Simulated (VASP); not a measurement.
# TaTc (Pm-3m) in VASP: further runs, part 2 of 2

VASP 6.6.1. The steps go on from the part before.

**3. Single point, LDA**

This run uses another cell than the first one, of 15.11 Å³/atom, 1.029 times its volume.

INCAR

```
PREC = Accurate ; ENCUT = 500
EDIFF = 1E-6 ; ISMEAR = 1
SIGMA = 0.1 ; LREAL = F
LASPH = T ; NELM = 120
ALGO = Normal ; ISIF = 2
LWAVE = F ; LCHARG = F
GGA = CA ; NBANDS = 19
GGA_COMPAT = F
```

KPOINTS

```
Automatic mesh
0
Gamma
  7 7 7
```

POSCAR

```
TaTc
1.0
    3.1145755770      0.0000000000      0.0000000000
    0.0000000000      3.1145755770      0.0000000000
    0.0000000000      0.0000000000      3.1145755770
Ta Tc
1 1
Direct
    0.0000000000      0.0000000000      0.0000000000
    0.5000000000      0.5000000000      0.5000000000
```

Potentials or basis: VASP PAW LDA potentials, release 64 (Ta_pv, Tc_pv).

Started as:

```bash
> cat potpaw_LDA.64/Ta_pv/POTCAR potpaw_LDA.64/Tc_pv/POTCAR > POTCAR
> mpirun -np 1 vasp_std > vasp.out
```

OUTCAR:

```text
PREC = Accurate
   ENCUT = 500
   EDIFF = 1E-6
   ISMEAR = 1
   LREAL = F
   LASPH = T
   NELM = 120
   ISIF = 2
   GGA = CA

 ion  position               nearest neighbor table
   1  0.000  0.000  0.000-   2 2.70   2 2.70   2 2.70   2 2.70   2 2.70   2 2.70   2 2.70   2 2.70

   2  0.500  0.500  0.500-   1 2.70   1 2.70   1 2.70   1 2.70   1 2.70   1 2.70   1 2.70   1 2.70

  LATTYP: Found a simple cubic cell.
 ALAT       =     3.1145755770

  Lattice vectors:

 A1 = (   3.1145755770,   0.0000000000,   0.0000000000)
 A2 = (   0.0000000000,   3.1145755770,   0.0000000000)
 A3 = (   0.0000000000,   0.0000000000,   3.1145755770)

Analysis of symmetry for initial positions (statically):
=====================================================================
 Subroutine PRICEL returns:
 Original cell was already a primitive cell.

 Routine SETGRP: Setting up the symmetry group for a
 simple cubic supercell.

[... 156 lines left out ...]
  ext. energy  EPLUGINS =         0.00000000
  ---------------------------------------------------
  free energy    TOTEN  =       -25.43998736 eV

  energy without entropy =      -25.43767866  energy(sigma->0) =      -25.43921779

 E-fermi :   9.9000     XC(G=0): -13.7228

 val. band max:        9.8930468243   @ k =   0.4286   0.4286   0.1429
 cond. band min:       9.9586215277   @ k =   0.4286   0.4286   0.0000
 fundamental gap:      0.0655747034
 Fermi energy:         9.8999531834

 k-point     1 :       0.0000    0.0000    0.0000
  band No.  band energies     occupation
      1     -28.6683      2.00000
      2     -28.6683      2.00000
      3     -28.6683      2.00000
      4     -24.1190      2.00000
      5     -24.1190      2.00000
      6     -24.1190      2.00000
[... 417 lines left out ...]
      6     -24.4677      2.00000
[... 11 lines left out ...]
     18      19.5371      0.00000
     19      20.7835      0.00000

------------------------ aborting loop because EDIFF is reached ----------------------------------------

  FORCE on cell =-STRESS in cart. coord.  units (eV):
  Direction    XX          YY          ZZ          XY          YZ          ZX
  --------------------------------------------------------------------------------------
  -------------------------------------------------------------------------------------
  Total        1.0749323      1.0749323      1.0749323      0.0000000      0.0000000      0.0000000
  in kB       57.0026549     57.0026549     57.0026549      0.0000000      0.0000000      0.0000000
  external PRESSURE =      57.0026549 kB  Pullay stress =       0.0000000 kB

 VOLUME and BASIS-vectors are now :
 -----------------------------------------------------------------------------
  energy-cutoff  :      500.00
  volume of cell :       30.21
      direct lattice vectors                 reciprocal lattice vectors
     3.114575577  0.000000000  0.000000000     0.321071034  0.000000000  0.000000000
     0.000000000  3.114575577  0.000000000     0.000000000  0.321071034  0.000000000
     0.000000000  0.000000000  3.114575577     0.000000000  0.000000000  0.321071034

 POSITION                                       TOTAL-FORCE (eV/Angst)
 -----------------------------------------------------------------------------------
      0.00000      0.00000      0.00000         0.000000      0.000000      0.000000
      1.55729      1.55729      1.55729         0.000000      0.000000      0.000000
 -----------------------------------------------------------------------------------
    total drift:                                0.000000      0.000000     -0.000000

  FREE ENERGIE OF THE ION-ELECTRON SYSTEM (eV)
  ---------------------------------------------------
  free  energy   TOTEN  =       -25.4399873602 eV

  energy  without entropy=      -25.4376786563  energy(sigma->0) =      -25.43921779
```

OSZICAR:

```text
N       E                     dE             d eps       ncg     rms          rms(c)
DAV:   1     0.239168115182E+03    0.23917E+03   -0.13962E+04   760   0.129E+03
DAV:   2    -0.204395762201E+02   -0.25961E+03   -0.25485E+03   871   0.383E+02
DAV:   3    -0.266571893549E+02   -0.62176E+01   -0.61688E+01   868   0.634E+01
DAV:   4    -0.266997791768E+02   -0.42590E-01   -0.42578E-01   844   0.572E+00
DAV:   5    -0.267002494172E+02   -0.47024E-03   -0.47023E-03   843   0.564E-01    0.224E+01
DAV:   6    -0.257150662735E+02    0.98518E+00   -0.15720E+00   831   0.110E+01    0.949E+00
DAV:   7    -0.255484221799E+02    0.16664E+00   -0.13759E+00   834   0.695E+00    0.332E+00
DAV:   8    -0.254445871338E+02    0.10384E+00   -0.57340E-01   799   0.475E+00    0.700E-01
DAV:   9    -0.254400684929E+02    0.45186E-02   -0.11855E-02   838   0.968E-01    0.182E-01
DAV:  10    -0.254399852376E+02    0.83255E-04   -0.26871E-04   963   0.108E-01    0.398E-02
DAV:  11    -0.254399875716E+02   -0.23341E-05   -0.53951E-06   844   0.163E-02    0.124E-02
DAV:  12    -0.254399873602E+02    0.21141E-06   -0.24823E-06   653   0.982E-03
   1 F= -.25439987E+02 E0= -.25439218E+02  d E =-.230870E-02
```

stdout:

```text
POSCAR found type information on POSCAR TaTc
 POSCAR found :  2 types and       2 ions
 scaLAPACK will be used
 LDA part: xc-table for (Slater(with rela. corr.)+CA(PZ))
 , standard interpolation
 POSCAR, INCAR and KPOINTS ok, starting setup
 FFT: planning ... GRIDC
 FFT: planning ... GRID_SOFT
 FFT: planning ... GRID
 WAVECAR not read
 entering main loop
```

Wall time 12 s (1 thread of Intel Xeon 8259CL, shared host); peak memory 0.13 GiB.

Results:

```yaml
Free_energy: -25.4400 eV
Pressure: 5.7 GPa
Band_gap_on_the_k_mesh: zero (band 12 reaches 10.57 eV, above the bottom of band 13 at 9.82 eV)
```

Caveat: spin-orbit coupling is left out, which moves the levels of the heavy elements.
